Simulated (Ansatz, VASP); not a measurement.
## One calculation of LiF, two programs

The input POSCAR:

```
LiF
1.0
    2.4571516800      0.0000000000      0.0000000000
    0.0000000000      2.4571516800      0.0000000000
    0.0000000000      0.0000000000      2.7642956400
Li F
1 1
Direct
    0.0000000000      0.0000000000      0.0000000000
    0.5000000000      0.5000000000      0.5000000000
```

Contents of INCAR.step1:

```
PREC = Accurate
ENCUT = 520
ISMEAR = 0
SIGMA = 0.05
LREAL = False
LASPH = True
NELM = 60
NBANDS = 12
GGA = PE
ALGO = Normal
EDIFF = 1E-4
LWAVE = True
LCHARG = False
```

INCAR.step2

```
PREC = Accurate
ENCUT = 520
EDIFF = 1E-6
ISMEAR = 0
SIGMA = 0.05
LREAL = False
LASPH = True
NELM = 60
ALGO = Normal
ISIF = 2
LWAVE = False
LCHARG = False
METAGGA = R2SCAN
LMIXTAU = True
NBANDS = 12
ISTART = 1
```

The input KPOINTS:

```
regular mesh
0
Gamma
  10 10 10
```

Input for Ansatz:

```yaml
crystal:
  lattice:
    - [2.45715168, 0.0, 0.0]
    - [0.0, 2.45715168, 0.0]
    - [0.0, 0.0, 2.76429564]
  atoms:
    - { symbol: Li, position: [0.0, 0.0, 0.0] }
    - { symbol: F, position: [0.5, 0.5, 0.5] }
basis:
  ecutwfc: 500
kpoints:
  mp_grid: { grid: [10, 10, 10] }
hamiltonian:
  xc: r2scan
scf:
  occupations: { method: gaussian, width: 0.05 }
output:
  forces: true
  stress: true
  eigenvalues: true
```

Change from the starting cell: strain -0.040 along x and y, +0.080 along z, atoms carried along.

Alike in both runs: task single point; functional r2SCAN; k mesh 10 × 10 × 10; occupations gaussian, width 0.05 eV; no spin polarisation.

```csv
,VASP,Ansatz
version,VASP 6.6.1,Ansatz 0.2.0
potentials or method,"VASP PAW PBE potentials, release 64 (Li_sv, F), cutoff 520 eV","scalar-relativistic, plane waves, PAW"
valence electrons in the cell,10,10
```

VASP gave:

| Item | Value |
| --- | --- |
| gap on the k mesh at the Fermi level (eV) | 8.09 |
| least direct gap on the mesh (eV) | 8.66 |

Question: Which values does Ansatz return?

Answer: gap on the k mesh at the Fermi level (eV): 7.94; least direct gap on the mesh (eV): 8.51.

VASP's potentials were made for PBE, not for r2SCAN.

Noted on VASP's run: the cutoff is under 1.25 times that of the potentials, so the pressure is a little rough.
